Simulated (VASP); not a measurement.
Sn, 2 atoms in the cell. The structure is hexagonal, space group P6_3/mmc (No. 194). Conventional cell: a = 2.634 Å, b = 2.634 Å, c = 4.169 Å, α = 90.00°, β = 90.00°, γ = 120.00°. Within 3.4 Å of Sn (site symmetry -6m2) lie 12 Sn at 2.58 to 2.63 Å. This isn't the form of Sn at room conditions, which is tetragonal (white tin).

```yaml
Program: VASP 6.6.1
Task: relaxation of cell and atoms
Functional: PBEsol
Potentials_or_basis: VASP PAW PBE potentials, release 64 (Sn_d)
Cutoff: 600 eV
k_mesh: 12 × 12 × 6
Occupations: gaussian, width 0.1 eV
Spin: no spin polarisation
Dipole_correction: no
Further_INCAR_settings: ALGO = Normal; EDIFF = 1e-06; IBRION = 2; EDIFFG = -0.05; NSW = 80; ISIF = 3
```

Potentials or basis: VASP PAW PBE potentials, release 64 (Sn_d).

Launch:

```sh
$ cat potpaw_PBE.64/Sn_d/POTCAR > POTCAR
$ mpirun -np 1 vasp_std > vasp.out
```

Hardware: 1 thread of Intel Xeon 8259CL (shared host).

Estimate the wall time of this run.

It took 6 min on 1 thread of Intel Xeon 8259CL, on a shared host, peak memory 0.18 GiB. Counts: scf iterations 76, k points 76, ion steps 8.
